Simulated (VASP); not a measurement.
# As (R-3m) in VASP: settings compared, part 2 of 2

VASP 6.6.1. The steps go on from the part before.

### Step 4. Electric field gradients, r2SCAN

Contents of POSCAR:

```
As
1.0
    1.8774110887      1.0839237974      3.7043351684
   -1.8774110887      1.0839237974      3.7043351684
    0.0000000000     -2.1678475948      3.7043351684
As
2
Direct
    0.2244335900      0.2244335900      0.2244335900
    0.7755664100      0.7755664100      0.7755664100
```

Contents of INCAR.step1:

```
  PREC = Accurate
  ENCUT = 520
  ISMEAR = -1
  SIGMA = 0.05
  LREAL = False
  LASPH = True
  NELM = 60
  NBANDS = 12
  GGA = PE
  ALGO = Normal
  EDIFF = 1E-4
  LWAVE = True
  LCHARG = False
```

Contents of INCAR.step2:

```
  PREC = Accurate
  ENCUT = 520
  EDIFF = 1E-8
  ISMEAR = -1
  SIGMA = 0.05
  LREAL = False
  LASPH = True
  NELM = 60
  ALGO = Normal
  ISIF = 2
  LWAVE = False
  LCHARG = False
  METAGGA = R2SCAN
  LMIXTAU = True
  LEFG = True
  NBANDS = 12
  ISTART = 1
```

Contents of KPOINTS:

```
regular mesh
0
Gamma
  12 12 12
```

Potentials or basis: VASP PAW PBE potentials, release 64 (As).

Command:

```console
$ cat potpaw_PBE.64/As/POTCAR > POTCAR
$ cp INCAR.step1 INCAR
$ mpirun -np 1 vasp_std > vasp.out
$ cp INCAR.step2 INCAR
$ mpirun -np 1 vasp_std > vasp.out
```

OUTCAR:

```text
PREC = Accurate
   ENCUT = 520
   EDIFF = 1E-8
   ISMEAR = -1
   LREAL = False
   LASPH = True
   NELM = 60
   ISIF = 2
   METAGGA = R2SCAN
   ISTART = 1

 ion  position               nearest neighbor table
   1  0.224  0.224  0.224-   2 2.52   2 2.52   2 2.52
   2  0.776  0.776  0.776-   1 2.52   1 2.52   1 2.52

  LATTYP: Found a trigonal (rhomboedric) cell.
 ALAT       =     4.2920463924
 COS(alpha) =     0.6173339462

  Lattice vectors:

 A1 = (   1.8774110887,   1.0839237974,   3.7043351684)
 A2 = (  -1.8774110887,   1.0839237974,   3.7043351684)
 A3 = (   0.0000000000,  -2.1678475948,   3.7043351684)

Analysis of symmetry for initial positions (statically):
=====================================================================
 Subroutine PRICEL returns:
 Original cell was already a primitive cell.

 Routine SETGRP: Setting up the symmetry group for a
 trigonal (rhombohedral) supercell.

 Subroutine GETGRP returns: Found 12 space group operations
 (whereof 12 operations were pure point group operations)
 out of a pool of 12 trial point group operations.

The static configuration has the point symmetry D_3d.

Analysis of symmetry for dynamics (positions and initial velocities):
=====================================================================
 Subroutine PRICEL returns:
 Original cell was already a primitive cell.

 Routine SETGRP: Setting up the symmetry group for a
 trigonal (rhombohedral) supercell.

 Subroutine GETGRP returns: Found 12 space group operations
 (whereof 12 operations were pure point group operations)
 out of a pool of 12 trial point group operations.

The dynamic configuration has the point symmetry D_3d.

 Subroutine INISYM returns: Found 12 space group operations
 (whereof 12 operations are pure point group operations),
 and found     1 'primitive' translations

----------------------------------------------------------------------------------------

                                     Primitive cell

  volume of cell :      45.2293

  direct lattice vectors                    reciprocal lattice vectors
     1.877411089  1.083923797  3.704335168     0.266324197  0.153762347  0.089984658
    -1.877411089  1.083923797  3.704335168    -0.266324197  0.153762347  0.089984658
     0.000000000 -2.167847595  3.704335168     0.000000000 -0.307524693  0.089984658

  length of vectors
     4.292046392  4.292046392  4.292046392     0.320419531  0.320419531  0.320419531

  position of ions in fractional coordinates (direct lattice)
     0.224433590  0.224433590  0.224433590
     0.775566410  0.775566410  0.775566410

  ion indices of the primitive-cell ions
   primitive index   ion index
                 1           1
                 2           2

----------------------------------------------------------------------------------------

 KPOINTS: regular mesh

Automatic generation of k-mesh.
 Grid dimensions read from file:
 generate k-points for:   12   12   12

 Generating k-lattice:

  Cartesian coordinates                     Fractional coordinates (reciprocal lattice)
     0.022193683  0.012813529  0.007498722     0.083333333  0.000000000 -0.000000000
    -0.022193683  0.012813529  0.007498722     0.000000000  0.083333333 -0.000000000
[... 75 lines left out ...]
   IALGO  =     38    algorithm
   IMIX   =      4    mixing-type and parameters
     AMIX     =   0.40;   BMIX     =  1.00
     AMIX_MAG =   1.60;   BMIX_MAG =  1.00
  volume/ion in A,a.u.               =      22.61       152.61
  Fermi-wavevector in a.u.,A,eV,Ry     =   0.989923  1.870684 13.333008  0.979948
  Thomas-Fermi vector in A             =   2.121557
   LORBIT       =      0    0 simple, 1 ext, 2 COOP (PROOUT), +10 PAW based schemes
   METAGGA = R2SCAN    functional components
   LHFCALC =     F    Hartree Fock is set to
   AEXX    =    0.0000 exact exchange contribution
   IVDW    =     0    specifies the selected vdW correction
   LEPSILON=     F    determine dielectric tensor
   LRPA    =     F    only Hartree local field effects (RPA)
 non-spin polarized calculation
  energy-cutoff  :      520.00
  volume of cell :       45.23
 maximum number of plane-waves:      1233
   NGX = 15   NGY = 15   NGZ = 15

 number of electron       9.9999999 magnetization

 Free energy of the ion-electron system (eV)
  ---------------------------------------------------
  ext. energy  EPLUGINS =         0.00000000
  ---------------------------------------------------
  free energy    TOTEN  =       -29.39137083 eV

  energy without entropy =      -29.38999618  energy(sigma->0) =      -29.39068351

 E-fermi :   5.0683     XC(G=0): -10.1438

 val. band max:        4.9765596075   @ k =   0.5000   0.5000   0.4167
 cond. band min:       5.0732832919   @ k =   0.5000   0.0833   0.0833
 fundamental gap:      0.0967236844
 Fermi energy:         5.0682706757

 k-point     1 :       0.0000    0.0000    0.0000
  band No.  band energies     occupation
      1     -10.6389      2.00000
      2      -1.4956      2.00000
      3       2.0628      2.00000
      4       2.8160      2.00000
      5       2.8160      2.00000
      6       6.4218      0.00000
      7       7.6930      0.00000
      8       7.6930      0.00000
      9      12.4885      0.00000
     10      12.4885      0.00000
     11      13.0208      0.00000
     12      14.3943      0.00000
[... 331 lines left out ...]
 k-point    24 :      -0.4167    0.1667   -0.0000
  band No.  band energies     occupation
      1      -7.6539      2.00000
      2      -6.4311      2.00000
      3       0.0966      2.00000
      4       1.4635      2.00000
      5       2.9042      2.00000
      6       5.9775      0.00000
      7       6.5471      0.00000
      8       8.3465      0.00000
      9      12.9235      0.00000
     10      14.4496      0.00000
     11      15.1894      0.00000
     12      16.8788      0.00000

 [... further k-points ...]
[... 5 lines left out ...]
  --------------------------------------------------------------------------------------
  -------------------------------------------------------------------------------------
  Total        0.0076582      0.0076582      0.0857308      0.0000000      0.0000000      0.0000000
  in kB        0.2712810      0.2712810      3.0368802      0.0000000      0.0000000      0.0000000
  external PRESSURE =       1.1931474 kB  Pullay stress =       0.0000000 kB

 VOLUME and BASIS-vectors are now :
 -----------------------------------------------------------------------------
  energy-cutoff  :      520.00
  volume of cell :       45.23
      direct lattice vectors                 reciprocal lattice vectors
     1.877411089  1.083923797  3.704335168     0.266324197  0.153762347  0.089984658
    -1.877411089  1.083923797  3.704335168    -0.266324197  0.153762347  0.089984658
     0.000000000 -2.167847595  3.704335168     0.000000000 -0.307524693  0.089984658

 POSITION                                       TOTAL-FORCE (eV/Angst)
 -----------------------------------------------------------------------------------
      0.00000      0.00000      2.49413         0.000000      0.000000     -0.014055
      0.00000      0.00000      8.61887         0.000000      0.000000      0.014055
 -----------------------------------------------------------------------------------
    total drift:                                0.000000     -0.000000      0.000000

  FREE ENERGIE OF THE ION-ELECTRON SYSTEM (eV)
  ---------------------------------------------------
  free  energy   TOTEN  =       -29.3913708290 eV

  energy  without entropy=      -29.3899961827  energy(sigma->0) =      -29.39068351

 Electric field gradients (V/A^2)
---------------------------------------------------------------------
 ion       V_xx      V_yy      V_zz      V_xy      V_xz      V_yz
---------------------------------------------------------------------
   1      33.393    33.393   -66.785     0.000     0.000     0.000
   2      33.393    33.393   -66.785     0.000     0.000     0.000
---------------------------------------------------------------------

 Electric field gradients after diagonalization (V/A^2)
 (convention: |V_zz| > |V_xx| > |V_yy|)
----------------------------------------------------------------------
 ion       V_xx      V_yy      V_zz     asymmetry (V_yy - V_xx)/ V_zz
----------------------------------------------------------------------
   1      33.393    33.393   -66.785       0.000
   2      33.393    33.393   -66.785       0.000
----------------------------------------------------------------------

           NMR quadrupolar parameters

 Cq : quadrupolar parameter    Cq=e*Q*V_zz/h
 eta: asymmetry parameters     (V_yy - V_xx)/ V_zz
 Q  : nuclear electric quadrupole moment in mb (millibarn)
----------------------------------------------------------------------
 ion       Cq(MHz)       eta       Q (mb)
----------------------------------------------------------------------
   1      -0.161       0.000       1.000
   2      -0.161       0.000       1.000
----------------------------------------------------------------------
```

It took 7.2 min on 1 thread of Intel Xeon 8259CL, shared host; peak memory 0.24 GiB.

Results:

| Property | Result |
| --- | --- |
| Free energy | -29.3914 eV |
| Pressure | 0.1 GPa |
| Largest force | 0.014 eV/Å |
| Band gap on the k mesh | zero (band 5 reaches 5.17 eV, above the bottom of band 6 at 4.76 eV) |

Forces on the atoms (eV/Å):
```
As   0.000  0.000 -0.014
As   0.000  0.000  0.014
```

Electric field gradients, principal values (V/Å²):
```csv
atom,least,middle,greatest (by size)
1 As,33.393,33.393,-66.785
2 As,33.393,33.393,-66.785
```

Caveat: without QUAD_EFG the Cq values of the log hold for a quadrupole moment of 1 mb, not for the nuclei; the PAW data sets were made with another functional, which shifts forces and pressure a little.

### Step 5. The runs side by side

| level | potentials or basis | gap on the mesh (eV) | pressure (GPa) | largest force (eV/Å) |
| --- | --- | --- | --- | --- |
| LDA | VASP PAW LDA potentials, release 64 (As) | none | -2.6 | 0.12 |
| PBE | VASP PAW PBE potentials, release 64 (As) | none | 2.1 | 0.30 |
| r2SCAN | VASP PAW PBE potentials, release 64 (As) | none | 0.1 | 0.01 |

Alike in all rows: task electric field gradients; no spin polarisation; cell as given; k mesh 12 × 12 × 12; cutoff (eV) 520; smearing fermi-dirac 0.05 eV.

Caveats: the PAW data sets were made with another functional, which shifts forces and pressure a little (some runs).

Total energies depend on the potentials used, so only differences within one code and one set of settings carry meaning.
